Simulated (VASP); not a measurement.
# Si16Ge (a cell with a defect) in VASP: a series of runs

Si16Ge (a cell with a defect) is run at these levels: PBEsol; tasks: single point.

Everything below comes from runs of VASP 6.6.1. Logs are shortened: lines on timing, memory, paths and dates and some standing lists are left out, and cuts for length are marked.

### Step 1. The cell of the first run

The cell holds a defect, 17 atoms: a = 7.679 Å, b = 7.679 Å, c = 7.679 Å, α = 60.00°, β = 60.00°, γ = 60.00°.

### Step 2. Single point, PBEsol

INCAR reads:

```
SYSTEM = Si16Ge
  PREC = Accurate
  ENCUT = 520
  EDIFF = 1E-7
  ISMEAR = 0
  SIGMA = 0.05
  LREAL = Auto
  LASPH = .True.
  NELM = 60
  ALGO = Normal
  ISIF = 2
  LWAVE = .False.
  LCHARG = .False.
  GGA = PS
  NBANDS = 53
```

KPOINTS reads:

```
Automatic mesh
0
Gamma
  2 2 2
  0 0 0
```

POSCAR reads:

```
Si16Ge
1.0
    0.0000000000      5.4300000000      5.4300000000
    5.4300000000      0.0000000000      5.4300000000
    5.4300000000      5.4300000000      0.0000000000
Si Ge
16 1
Direct
   -0.0140837937     -0.0142023941     -0.0133773481
    0.1102744936      0.1101546041      0.1109802026
    0.0036673112      0.0035501842      0.4814078269
    0.1223777164      0.1222611418      0.6157686924
    0.0036666667      0.4805815838      0.0043749540
    0.1223780847      0.6149432781      0.1230836096
    0.0179144567      0.4931741252      0.4939965930
    0.1681192449      0.6053006446      0.6061262431
    0.4807008287      0.0035485267      0.0043763352
    0.6150622468      0.1222609576      0.1230841621
    0.4932905157      0.0178008287      0.4939967772
    0.6054182320      0.1680036832      0.6061278085
    0.4932906077      0.4931734807      0.0186224678
    0.6054194291      0.6053008287      0.1688267956
    0.5235637201      0.5234502762      0.5242709024
    0.6491102210      0.6489960405      0.6498181400
    0.7887622468      0.7886447514      0.7894699816
```

Potentials or basis: VASP PAW PBE potentials, release 64 (Si, Ge_d).

On the command line:

```console
$ cat potpaw_PBE.64/Si/POTCAR potpaw_PBE.64/Ge_d/POTCAR > POTCAR
$ mpirun -np 1 vasp_std > vasp.out
```

OUTCAR:

```text
SYSTEM = Si16Ge
   PREC = Accurate
   ENCUT = 520
   EDIFF = 1E-7
   ISMEAR = 0
   LREAL = Auto
   LASPH = .True.
   NELM = 60
   ISIF = 2
   GGA = PS

 ion  position               nearest neighbor table
   1  0.986  0.986  0.987-  10 2.33   4 2.33   6 2.33   2 2.34
   2  0.110  0.110  0.111-   9 2.33   5 2.33   3 2.33   1 2.34
   3  0.004  0.004  0.481-   4 2.33   2 2.33  17 2.44  12 2.51   8 2.51
   4  0.122  0.122  0.616-   7 2.33  11 2.33   1 2.33   3 2.33
   5  0.004  0.481  0.004-   6 2.33   2 2.33  17 2.44  14 2.51   8 2.51
   6  0.122  0.615  0.123-  13 2.33   7 2.33   1 2.33   5 2.33
   7  0.018  0.493  0.494-   4 2.33   6 2.33  16 2.35   8 2.35
   8  0.168  0.605  0.606-  15 2.28   7 2.35  17 2.50   5 2.51   3 2.51
   9  0.481  0.004  0.004-  10 2.33   2 2.33  17 2.44  14 2.51  12 2.51
  10  0.615  0.122  0.123-  13 2.33  11 2.33   1 2.33   9 2.33
  11  0.493  0.018  0.494-  10 2.33   4 2.33  16 2.35  12 2.35
  12  0.605  0.168  0.606-  15 2.28  11 2.35  17 2.50   9 2.51   3 2.51
  13  0.493  0.493  0.019-  10 2.33   6 2.33  16 2.35  14 2.35
  14  0.605  0.605  0.169-  15 2.28  13 2.35  17 2.50   5 2.51   9 2.51
  15  0.524  0.523  0.524-  14 2.28   8 2.28  12 2.28  16 2.36
  16  0.649  0.649  0.650-  13 2.35  11 2.35   7 2.35  15 2.36  17 2.63
  17  0.789  0.789  0.789-   9 2.44   5 2.44   3 2.44  14 2.50   8 2.50  12 2.50  16 2.63

  LATTYP: Found a face centered cubic cell.
 ALAT       =    10.8600000000

  Lattice vectors:

 A1 = (   0.0000000000,   5.4300000000,   5.4300000000)
 A2 = (   5.4300000000,   0.0000000000,   5.4300000000)
 A3 = (   5.4300000000,   5.4300000000,   0.0000000000)

Analysis of symmetry for initial positions (statically):
=====================================================================
 Subroutine PRICEL returns:
 Original cell was already a primitive cell.

 Routine SETGRP: Setting up the symmetry group for a
 face centered cubic supercell.

 Subroutine GETGRP returns: Found  6 space group operations
 (whereof  1 operations were pure point group operations)
 out of a pool of 48 trial point group operations.

The static configuration has the point symmetry C_1 .
 The point group associated with its full space group is C_3v.

Analysis of symmetry for dynamics (positions and initial velocities):
=====================================================================
 Subroutine PRICEL returns:
 Original cell was already a primitive cell.

 Routine SETGRP: Setting up the symmetry group for a
 face centered cubic supercell.

 Subroutine GETGRP returns: Found  6 space group operations
 (whereof  1 operations were pure point group operations)
 out of a pool of 48 trial point group operations.

The dynamic configuration has the point symmetry C_1 .
 The point group associated with its full space group is C_3v.

 Subroutine INISYM returns: Found  6 space group operations
 (whereof  1 operations are pure point group operations),
 and found     1 'primitive' translations

----------------------------------------------------------------------------------------

                                     Primitive cell

  volume of cell :     320.2060

  direct lattice vectors                    reciprocal lattice vectors
     0.000000000  5.430000000  5.430000000    -0.092081031  0.092081031  0.092081031
     5.430000000  0.000000000  5.430000000     0.092081031 -0.092081031  0.092081031
     5.430000000  5.430000000  0.000000000     0.092081031  0.092081031 -0.092081031

  length of vectors
     7.679179644  7.679179644  7.679179644     0.159489025  0.159489025  0.159489025

  position of ions in fractional coordinates (direct lattice)
     0.985916206  0.985797606  0.986622652
     0.110274494  0.110154604  0.110980203
     0.003667311  0.003550184  0.481407827
     0.122377716  0.122261142  0.615768692
     0.003666667  0.480581584  0.004374954
     0.122378085  0.614943278  0.123083610
[... 9 lines left out ...]
     0.649110221  0.648996041  0.649818140
     0.788762247  0.788644751  0.789469982

  ion indices of the primitive-cell ions
   primitive index   ion index
                 1           1
                 2           2
                 3           3
                 4           4
                 5           5
                 6           6
[... 9 lines left out ...]
                16          16
                17          17

----------------------------------------------------------------------------------------

 KPOINTS: Automatic mesh

Automatic generation of k-mesh.
 Grid dimensions read from file:
 generate k-points for:    2    2    2

 Generating k-lattice:

  Cartesian coordinates                     Fractional coordinates (reciprocal lattice)
    -0.046040516  0.046040516  0.046040516     0.500000000  0.000000000  0.000000000
     0.046040516 -0.046040516  0.046040516     0.000000000  0.500000000  0.000000000
     0.046040516  0.046040516 -0.046040516     0.000000000  0.000000000  0.500000000

  Length of vectors
     0.079744512  0.079744512  0.079744512

  Shift w.r.t. Gamma in fractional coordinates (k-lattice)
     0.000000000  0.000000000  0.000000000

 Subroutine IBZKPT returns following result:
 ===========================================

 Found      4 irreducible k-points:

 Following reciprocal coordinates:
            Coordinates               Weight
  0.000000  0.000000  0.000000      1.000000
  0.500000  0.000000  0.000000      3.000000
  0.500000  0.500000  0.500000      1.000000
  0.500000  0.500000  0.000000      3.000000
   k-points           NKPTS =      4   k-points in BZ     NKDIM =      4   number of bands    NBANDS=     53
   number of dos      NEDOS =    301   number of ions     NIONS =     17
   total plane-waves  NPLWV = 216000
   dimension x,y,z NGX =    60 NGY =   60 NGZ =   60
   dimension x,y,z NGXF=   120 NGYF=  120 NGZF=  120
   ions per type =              16   1
   NGX,Y,Z   is equivalent  to a cutoff of  12.99, 12.99, 12.99 a.u.
   NGXF,Y,Z  is equivalent  to a cutoff of  25.98, 25.98, 25.98 a.u.
 SYSTEM =  Si16Ge
   PREC   = accura    normal or accurate (medium, high low for compatibility)
   ISTART =      0    job   : 0-new  1-cont  2-samecut
   ICHARG =      2    charge: 1-file 2-atom 10-const
   ISPIN  =      1    spin polarized calculation?
   LNONCOLLINEAR =      F non collinear calculations
   LSORBIT =      F    spin-orbit coupling
   LASPH  =      T    aspherical Exc in radial PAW
   ENCUT  =  520.0 eV  38.22 Ry    6.18 a.u.  14.28 14.28 14.28*2*pi/ulx,y,z
   NELM   =     60;   NELMIN=  2; NELMDL= -5     # of ELM steps
   EDIFF  = 0.1E-06   stopping-criterion for ELM
   LREAL  =      T    real-space projection
   EDIFFG = 0.1E-05   stopping-criterion for IOM
   NSW    =      0    number of steps for IOM
   IBRION =     -1    ionic relax: 0-MD 1-quasi-New 2-CG
   NFREE  =      0    steps in history (QN), initial steepest desc. (CG)
   ISIF   =      2    stress and relaxation
   ISYM   =      2    0-nonsym 1-usesym 2-fastsym
   POTIM  = 0.5000    time-step for ionic-motion
   TEBEG  =    0.0;   TEEND  =   0.0 temperature during run
   PSTRESS=    0.0 pullay stress
   NELECT =      78.0000    total number of electrons
   NUPDOWN=      -1.0000    fix difference up-down
   EMIN   =  10.00;   EMAX   =-10.00  energy-range for DOS
   EFERMI =   0.00;   METHOD = LEGACY
   ISMEAR =     0;   SIGMA  =   0.05  broadening in eV -4-tet -1-fermi 0-gaus
   EFERMI_NEDOS =   21; number of points for ismear=-14 and -15
   IALGO  =     38    algorithm
   IMIX   =      4    mixing-type and parameters
     AMIX     =   0.40;   BMIX     =  1.00
     AMIX_MAG =   1.60;   BMIX_MAG =  1.00
  volume/ion in A,a.u.               =      18.84       127.11
  Fermi-wavevector in a.u.,A,eV,Ry     =   1.022421  1.932096 14.222785  1.045345
  Thomas-Fermi vector in A             =   2.156100
   LORBIT       =      0    0 simple, 1 ext, 2 COOP (PROOUT), +10 PAW based schemes
   GGA     = PS    functional components
   LHFCALC =     F    Hartree Fock is set to
   AEXX    =    0.0000 exact exchange contribution
   IVDW    =     0    specifies the selected vdW correction
   LEPSILON=     F    determine dielectric tensor
   LRPA    =     F    only Hartree local field effects (RPA)
 non-spin polarized calculation
 Gauss-broadening in eV      SIGMA  =   0.05
  energy-cutoff  :      520.00
  volume of cell :      320.21
 maximum number of plane-waves:      8646
 NGX is ok and might be reduce to    60
   NGX = 29   NGY = 29   NGZ = 29

 number of electron      78.0000001 magnetization

 Free energy of the ion-electron system (eV)
  ---------------------------------------------------
  ext. energy  EPLUGINS =         0.00000000
  ---------------------------------------------------
  free energy    TOTEN  =       -92.48987184 eV

  energy without entropy =      -92.48019963  energy(sigma->0) =      -92.48503573

 E-fermi :   6.7021     XC(G=0):  -9.9035

 val. band max:        6.5842975379   @ k =   0.0000   0.0000   0.0000
 cond. band min:       6.7172606541   @ k =   0.5000   0.5000   0.0000
 fundamental gap:      0.1329631162
 Fermi energy:         6.7020601384

 k-point     1 :       0.0000    0.0000    0.0000
  band No.  band energies     occupation
      1     -18.1739      2.00000
      2     -18.1739      2.00000
      3     -18.0860      2.00000
      4     -18.0858      2.00000
      5     -18.0858      2.00000
      6      -6.4770      2.00000
[... 43 lines left out ...]
     50       8.3354      0.00000
     51       8.7788      0.00000

 k-point     2 :       0.5000    0.0000    0.0000
  band No.  band energies     occupation
      1     -18.1739      2.00000
      2     -18.1739      2.00000
      3     -18.0859      2.00000
      4     -18.0858      2.00000
      5     -18.0858      2.00000
      6      -6.0835      2.00000
[... 43 lines left out ...]
     50       9.6289      0.00000
     51       9.9398      0.00000

 k-point     3 :       0.5000    0.5000    0.5000
  band No.  band energies     occupation
      1     -18.1739      2.00000
      2     -18.1739      2.00000
      3     -18.0860      2.00000
      4     -18.0858      2.00000
      5     -18.0858      2.00000
      6      -6.1415      2.00000
[... 43 lines left out ...]
     50       9.7538      0.00000
     51       9.9208      0.00000

 k-point     4 :       0.5000    0.5000    0.0000
  band No.  band energies     occupation
      1     -18.1739      2.00000
      2     -18.1739      2.00000
      3     -18.0859      2.00000
      4     -18.0858      2.00000
      5     -18.0858      2.00000
      6      -5.9779      2.00000
[... 43 lines left out ...]
     50      10.2523      0.00000
     51      10.3293      0.00000
 [bands above 51 left out]

------------------------ aborting loop because EDIFF is reached ----------------------------------------

  FORCE on cell =-STRESS in cart. coord.  units (eV):
  Direction    XX          YY          ZZ          XY          YZ          ZX
  --------------------------------------------------------------------------------------
  -------------------------------------------------------------------------------------
  Total        7.2196783      7.2196783      7.2196783     -1.4051374     -1.4051374     -1.4051374
  in kB       36.1242590     36.1242590     36.1242590     -7.0307216     -7.0307216     -7.0307216
  external PRESSURE =      36.1242590 kB  Pullay stress =       0.0000000 kB

 VOLUME and BASIS-vectors are now :
 -----------------------------------------------------------------------------
  energy-cutoff  :      520.00
  volume of cell :      320.21
      direct lattice vectors                 reciprocal lattice vectors
     0.000000000  5.430000000  5.430000000    -0.092081031  0.092081031  0.092081031
     5.430000000  0.000000000  5.430000000     0.092081031 -0.092081031  0.092081031
     5.430000000  5.430000000  0.000000000     0.092081031  0.092081031 -0.092081031

 POSITION                                       TOTAL-FORCE (eV/Angst)
 -----------------------------------------------------------------------------------
     10.71024     10.71089     10.70641         0.005940      0.005940      0.005940
      1.20076      1.20141      1.19693         0.009787      0.009787      0.009787
      2.63332      2.63396      0.03919        -0.000671     -0.000671     -0.005755
      4.00750      4.00813      1.32839         0.005907      0.005907     -0.005278
      2.63331      0.04367      2.62947        -0.000671     -0.005755     -0.000671
      4.00749      1.33286      4.00366         0.005907     -0.005278      0.005907
[... 9 lines left out ...]
      7.05256      7.05318      7.04872         0.004513      0.004513      0.004513
      8.56916      8.56980      8.56532        -0.003370     -0.003370     -0.003370
 -----------------------------------------------------------------------------------
    total drift:                                0.003774      0.004960      0.003555

  FREE ENERGIE OF THE ION-ELECTRON SYSTEM (eV)
  ---------------------------------------------------
  free  energy   TOTEN  =       -92.4898718352 eV

  energy  without entropy=      -92.4801996250  energy(sigma->0) =      -92.48503573
```

Wall time 56 s (1 thread of Intel Xeon 6975P-C (Granite Rapids), shared host); peak memory 0.47 GiB.

Results:

```
Free energy            : -92.4899 eV
Pressure               : 3.6 GPa
Largest force          : 0.017 eV/Å
Band gap on the k mesh : zero (band 39 reaches 6.72 eV, above the bottom of band 40 at 6.58 eV)
```

Forces in eV/Å, atoms in the order of the input:
```
Si   0.006  0.006  0.006
Si   0.010  0.010  0.010
Si  -0.001 -0.001 -0.006
Si   0.006  0.006 -0.005
Si  -0.001 -0.006 -0.001
Si   0.006 -0.005  0.006
Si  -0.003 -0.005 -0.005
Si   0.000 -0.004 -0.004
Si  -0.006 -0.001 -0.001
Si  -0.005  0.006  0.006
Si  -0.005 -0.003 -0.005
Si  -0.004  0.000 -0.004
Si  -0.005 -0.005 -0.003
Si  -0.004 -0.004  0.000
Si   0.005  0.005  0.005
Si   0.005  0.005  0.005
Ge  -0.003 -0.003 -0.003
```

Stress tensor (GPa, compression positive):
```
 3.61 -0.70 -0.70
-0.70  3.61 -0.70
-0.70 -0.70  3.61
```

Caveat: the k points lie up to 0.50 Å⁻¹ apart; the PAW data sets were made with another functional, which shifts forces and pressure a little.

### Step 3. Single point, PBEsol

INCAR reads:

```
SYSTEM = Si16Ge
PREC     = Accurate       ! precision mode
ENCUT    = 520            ! plane-wave cutoff, eV
EDIFF    = 1E-7           ! SCF threshold, eV
ISMEAR   = 0              ! smearing method
SIGMA    = 0.05           ! smearing width, eV
LREAL    = Auto         
LASPH    = .True.         ! aspherical terms in the spheres
NELM     = 60             ! most SCF steps
ALGO     = Normal         ! electronic algorithm
ISIF     = 2              ! what is computed and relaxed
LWAVE    = .False.        ! write WAVECAR
LCHARG   = .False.        ! write CHGCAR
GGA      = PS             ! functional
NBANDS   = 53             ! bands
```

KPOINTS reads:

```
regular mesh
0
Gamma
  2 2 2
  0 0 0
```

POSCAR reads:

```
Si16Ge
1.0
    0.0000000000      5.4300000000      5.4300000000
    5.4300000000      0.0000000000      5.4300000000
    5.4300000000      5.4300000000      0.0000000000
Si Ge
16 1
Direct
   -0.0094851750     -0.0094162983     -0.0087098527
    0.1146855433      0.1147547882      0.1154603131
    0.0059205341      0.0059892265      0.4842295580
    0.1244209945      0.1244911602      0.6182616943
    0.0059197974      0.4835242173      0.0066932781
    0.1244201657      0.6175555249      0.1251956722
    0.0110486188      0.4958046041      0.4965086556
    0.1502786372      0.6162688766      0.6169697974
    0.4834560773      0.0059884899      0.0066962247
    0.6174872007      0.1244912523      0.1251975138
    0.4957332413      0.0111280847      0.4965096685
    0.6162022099      0.1503535912      0.6169696133
    0.4957320442      0.4958033149      0.0118289134
    0.6161976980      0.6162610497      0.1510603131
    0.5134514733      0.5135293738      0.5142345304
    0.6352281768      0.6353068140      0.6360081031
    0.7663938306      0.7664695212      0.7671778085
```

Potentials or basis: VASP PAW PBE potentials, release 64 (Si, Ge_d).

On the command line:

```console
$ cat potpaw_PBE.64/Si/POTCAR potpaw_PBE.64/Ge_d/POTCAR > POTCAR
$ mpirun -np 1 vasp_std > vasp.out
```

Wall time 76 s (1 thread of Intel Xeon 6975P-C (Granite Rapids), shared host); peak memory 0.48 GiB.

Results (log left out):

```yaml
Free_energy: -92.6694 eV
Pressure: 4.4 GPa
Largest_force: 0.272 eV/Å
Band_gap_on_the_k_mesh: zero (band 39 reaches 6.84 eV, above the bottom of band 40 at 6.62 eV)
```

Forces in eV/Å, atoms in the order of the input:
```
Si   0.048  0.048  0.048
Si   0.043  0.044  0.044
Si   0.031  0.031  0.024
Si   0.027  0.027  0.026
Si   0.031  0.024  0.031
Si   0.027  0.026  0.027
Si   0.031 -0.009 -0.009
Si   0.089 -0.022 -0.022
Si   0.024  0.031  0.031
Si   0.026  0.027  0.027
Si  -0.009  0.031 -0.009
Si  -0.022  0.089 -0.021
Si  -0.009 -0.009  0.031
Si  -0.022 -0.021  0.089
Si  -0.067 -0.067 -0.067
Si  -0.092 -0.092 -0.092
Ge  -0.157 -0.157 -0.157
```

Stress tensor (GPa, compression positive):
```
 4.40 -0.19 -0.19
-0.19  4.40 -0.19
-0.19 -0.19  4.40
```

Levels at points of the mesh, in eV from the Fermi level:
| k point | band 36 | band 37 | band 38 | band 39 | band 40 | band 41 | band 42 | band 43 |
| --- | --- | --- | --- | --- | --- | --- | --- | --- |
| (0.00, 0.00, 0.00) | -0.82 | -0.66 | -0.66 | -0.41 | -0.17 | -0.17 | 0.01 | 0.01 |
| (0.50, 0.00, 0.00) | -1.41 | -1.41 | -1.27 | -0.22 | 0.32 | 0.68 | 0.78 | 0.85 |
| (0.00, 0.50, 0.00) | -1.41 | -1.41 | -1.27 | -0.22 | 0.32 | 0.68 | 0.78 | 0.85 |
| (0.50, 0.50, 0.50) | -1.39 | -1.36 | -1.36 | -0.34 | 0.40 | 0.40 | 1.02 | 1.02 |
| (0.50, 0.50, 0.00) | -1.93 | -1.80 | -1.19 | 0.05 | 0.64 | 1.07 | 1.16 | 1.24 |
| (0.00, 0.50, 0.50) | -1.93 | -1.80 | -1.19 | 0.05 | 0.64 | 1.07 | 1.16 | 1.24 |

Caveat: the k points lie up to 0.50 Å⁻¹ apart; the PAW data sets were made with another functional, which shifts forces and pressure a little.
